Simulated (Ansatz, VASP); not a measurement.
**Ga3Se: VASP beside Ansatz**

```
Se Ga
1.0
     4.38814    0.00000    0.00000
     0.00000    4.38814    0.00000
     0.00000    0.00000    4.43246
Se Ga
1 3
Direct
  0.00000 0.00000 0.00000
  0.50000 0.50000 0.00000
  0.50000 0.00000 0.50000
  0.00000 0.50000 0.50000
```

Alike in both runs: functional PBE; k mesh 5 × 5 × 5; occupations fermi-dirac, width 0.05 eV; no spin polarisation.

|  | VASP | Ansatz |
| --- | --- | --- |
| version | VASP 6.6.1 | Ansatz 0.2.0 |
| potentials or method | VASP PAW PBE potentials, release 64 (Se, Ga_d) | Ansatz PAW |
| plane-wave cutoff (eV) | 520 | 420 |
| valence electrons in the cell | 45 | 55 |
| task | single point | band structure |

```tsv
	VASP	Ansatz	Ansatz less VASP
gap on the k mesh at the Fermi level (eV)	none	none	-
pressure (GPa)	0.7	0.6	-0.05
traceless stress, the component that is largest in VASP (GPa)	0.19	0.18	-0.001
```

A gap of «none» marks a metal or a gap that the smearing closes. With one functional, cell and mesh, what is left measures potentials, basis and numerics. VASP's potentials hold 45 valence electrons a cell and Ansatz's 55, so a difference there can come from the potentials and not from the codes.
